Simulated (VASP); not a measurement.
# Mg: single point with PBE0

Mg:

```xyz
1
Lattice="-1.8360 1.8360 1.6794 1.8360 -1.8360 1.6794 1.8360 1.8360 -1.6794" Properties=species:S:1:pos:R:3 pbc="T T T"
Mg    0.0000    0.0000    0.0000
```

```
Program             : VASP 6.6.1
Task                : single point
Functional          : PBE0
Potentials or basis : VASP PAW PBE potentials, release 64 (Mg)
Cutoff              : 520 eV
k mesh              : 6 × 6 × 6
Occupations         : fermi-dirac, width 0.1 eV
Spin                : no spin polarisation
```

| Item | Value |
| --- | --- |
| Pressure | 0.5 GPa |
| Band gap on the k mesh | zero (band 1 reaches 7.56 eV, above the bottom of band 2 at 0.95 eV) |

Stress tensor (GPa, compression positive):
```
-1.46  0.00  0.00
 0.00 -1.46  0.00
 0.00  0.00  4.37
```

Levels at points of the mesh, in eV from the Fermi level:
| k point | band 1 | band 2 | band 3 | band 4 |
| --- | --- | --- | --- | --- |
| (0.00, 0.00, 0.00) | -8.69 | 13.08 | 14.97 | 14.97 |
| (0.50, 0.00, 0.00) | -2.09 | -1.13 | 9.17 | 10.04 |
| (0.50, 0.50, 0.00) | -2.49 | -1.89 | 10.83 | 11.62 |
| (0.50, 0.50, 0.50) | 4.72 | 4.72 | 5.02 | 5.66 |

It took 2.2 min on 1 thread of Intel(R) Xeon(R) Platinum 8488C (Sapphire Rapids), on a shared host, peak memory 0.14 GiB.

Caveat: the k points lie up to 0.42 Å⁻¹ apart; the PAW data sets were made with another functional, which shifts forces and pressure a little.
